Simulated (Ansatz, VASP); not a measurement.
N: VASP beside Ansatz

```
N
1.0
    15.00000    0.00000    0.00000
     0.00000   15.50000    0.00000
     0.00000    0.00000   16.00000
N
2
Direct
  0.50186 0.49901 0.46562
  0.49814 0.50099 0.53438
```

Alike in both runs: functional PBE; dispersion D3(BJ); k mesh 1 × 1 × 1; occupations gaussian, width 0.005 eV; no spin polarisation.

Ansatz relaxed the structure, and its values are those at the end. VASP's run is a single point on that final structure, the one shown.

|  | VASP | Ansatz |
| --- | --- | --- |
| version | VASP 6.6.1 | Ansatz 0.2.0 |
| potentials or method | VASP PAW PBE potentials, release 64 (N), cutoff 520 eV | scalar-relativistic, plane waves, PAW |
| valence electrons in the cell | 10 | 10 |

```csv
,VASP,Ansatz,Ansatz less VASP
gap on the k mesh at the Fermi level (eV),8.20,8.24,+0.042
rms of the force components (eV/Å),1.006,0.001,-1.0042
```

One of these differences is far larger than is usual between the two programs; its cause wasn't traced.

Noted on VASP's run: the standard files for N, O and F lose accuracy on very short bonds.
